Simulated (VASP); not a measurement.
**Hg: single point with PBE**

Hg:

```
Hg
1.0
     0.00000    2.39191    2.39191
     2.39191    0.00000    2.39191
     2.39191    2.39191    0.00000
Hg
1
Direct
  0.00000 0.00000 0.00000
```

* Program: VASP 6.6.1
* Task: single point
* Functional: PBE
* Potentials or basis: VASP PAW PBE potentials, release 64 (Hg)
* Cutoff: 520 eV
* k mesh: 8 × 8 × 8
* Occupations: gaussian, width 0.1 eV
* Spin: no spin polarisation
* Dipole correction: no
* Further INCAR settings: ALGO = Fast; EDIFF = 1e-06; NBANDS = 12

The pressure is 1.9 GPa and the band gap on the k mesh is zero (band 6 reaches 1.57 eV, above the bottom of band 7 at 0.69 eV).

Levels at points of the mesh, in eV from the Fermi level:
```tsv
k point	band 4	band 5	band 6	band 7	band 8	band 9
(0.00, 0.00, 0.00)	-6.49	-6.03	-6.03	13.33	13.50	13.50
(0.50, 0.00, 0.00)	-5.63	-5.63	-1.81	-0.91	11.34	11.34
(0.50, 0.50, 0.00)	-5.52	-5.52	-0.02	0.31	6.65	6.65
```

Run time: 7.6 s on 1 thread of Intel(R) Xeon(R) Platinum 8488C (Sapphire Rapids), on a shared host, peak memory 0.15 GiB.

Caveat: spin-orbit coupling is left out, which moves the levels of the heavy elements.
